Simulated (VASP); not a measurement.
Set up this calculation in VASP 6.6.1, as the native input.

| Property | Result |
| --- | --- |
| Task | single point |
| Functional | r2SCAN |
| Potentials or basis | VASP PAW PBE potentials, release 64 (Al, N) |
| Cutoff | 660 eV |
| k mesh | 8 × 6 × 8 |
| Occupations | gaussian, width 0.02 eV |
| Spin | no spin polarisation |
| Dipole correction | no |
| Further INCAR settings | ALGO = Normal; EDIFF = 1e-06; NBANDS = 16 |

AlN (m.scan):

```xyz
4
Lattice="3.1649 0.0000 0.0000 0.0000 4.4758 0.0000 0.0000 0.0000 3.0913" Properties=species:S:1:pos:R:3 pbc="T T T"
Al    0.0000   -0.0061    0.0000
Al    1.5824    2.2318    1.5456
N     0.0000    1.1251    1.5456
N     1.5824    3.3630    0.0000
```

The input as run:

POSCAR

```
AlN
1.0
    3.1648866309      0.0000000000      0.0000000000
    0.0000000000      4.4758255968      0.0000000000
    0.0000000000      0.0000000000      3.0912713701
Al N
2 2
Direct
    0.0000000000     -0.0013718303      0.0000000000
    0.5000000000      0.4986281697      0.5000000000
    0.0000000000      0.2513718303      0.5000000000
    0.5000000000      0.7513718303      0.0000000000
```

INCAR.step1

```
SYSTEM = AlN
PREC     = Accurate       ! precision mode
ENCUT    = 660            ! plane-wave cutoff, eV
ISMEAR   = 0              ! smearing method
SIGMA    = 0.02           ! smearing width, eV
LREAL    = .FALSE.        ! projectors in reciprocal space
LASPH    = .TRUE.         ! aspherical terms in the spheres
NELM     = 120            ! most SCF steps
NBANDS   = 16             ! bands
GGA      = PE             ! functional
ALGO     = Normal         ! electronic algorithm
EDIFF    = 1E-5           ! SCF threshold, eV
LWAVE    = .TRUE.         ! write WAVECAR
LCHARG   = .FALSE.        ! write CHGCAR
GGA_COMPAT= .FALSE.
```

INCAR.step2

```
SYSTEM = AlN
PREC     = Accurate       ! precision mode
ENCUT    = 660            ! plane-wave cutoff, eV
EDIFF    = 1E-6           ! SCF threshold, eV
ISMEAR   = 0              ! smearing method
SIGMA    = 0.02           ! smearing width, eV
LREAL    = .FALSE.        ! projectors in reciprocal space
LASPH    = .TRUE.         ! aspherical terms in the spheres
NELM     = 120            ! most SCF steps
ALGO     = Normal         ! electronic algorithm
ISIF     = 2              ! what is computed and relaxed
LWAVE    = .FALSE.        ! write WAVECAR
LCHARG   = .TRUE.         ! write CHGCAR
METAGGA  = R2SCAN         ! meta-GGA
LMIXTAU  = .TRUE.       
LELF     = .TRUE.         ! ELF
LVHAR    = .TRUE.       
NBANDS   = 16             ! bands
ISTART   = 1            
GGA_COMPAT= .FALSE.
```

KPOINTS

```
Automatic mesh
0
G
  8 6 8
  0 0 0
```

Potentials or basis: VASP PAW PBE potentials, release 64 (Al, N).

Command:

```console
$ cat potpaw_PBE.64/Al/POTCAR potpaw_PBE.64/N/POTCAR > POTCAR
$ cp INCAR.step1 INCAR
$ mpirun -np 1 vasp_std > vasp.out
$ cp INCAR.step2 INCAR
$ mpirun -np 1 vasp_std > vasp.out
```

It gave:

* Pressure: -9.6 GPa
* Largest force: 0.017 eV/Å
* Band gap on the k mesh: 3.76 eV

Caveat: the PAW data sets were made with another functional, which shifts forces and pressure a little.

Run time: 7.7 min on 1 thread of Intel Xeon 8259CL, on a shared host, peak memory 0.23 GiB.
